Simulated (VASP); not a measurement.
A run of VASP 6.6.1 is set up as follows.

INCAR

```
PREC     = Accurate       # precision mode
ENCUT    = 520            # plane-wave cutoff, eV
EDIFF    = 1E-6           # SCF threshold, eV
ISMEAR   = 0              # smearing method
SIGMA    = 0.02           # smearing width, eV
LREAL    = F              # projectors in reciprocal space
LASPH    = T              # aspherical terms in the spheres
NELM     = 100            # most SCF steps
ALGO     = Normal         # electronic algorithm
ISIF     = 2              # what is computed and relaxed
LWAVE    = F              # write WAVECAR
LCHARG   = T              # write CHGCAR
GGA      = PE             # functional
LELF     = T              # ELF
LVHAR    = T            
NBANDS   = 15             # bands
```

The input KPOINTS:

```
regular mesh
0
Gamma
  6 6 6
```

POSCAR

```
RbBr
1.0
    4.2607112023      0.0000000000      0.0000000000
    0.0000000000      4.2607112023      0.0000000000
    0.0000000000      0.0000000000      4.2607112023
Rb Br
1 1
Direct
    0.0000000000      0.0000000000      0.0000000000
    0.5000000000      0.5000000000      0.5000000000
```

Potentials or basis: VASP PAW PBE potentials, release 64 (Rb_sv, Br).

The run is started by

```console
$ cat potpaw_PBE.64/Rb_sv/POTCAR potpaw_PBE.64/Br/POTCAR > POTCAR
$ mpirun -np 1 vasp_std > vasp.out
```

(1) Predict the band gap on the k mesh.

(2) What does it give for the pressure?

## Answers

(1) 3.78 eV (least direct gap 3.93 eV).

(2) -0.5 GPa.

Caveat: the cell differs from its parent crystal (strained).
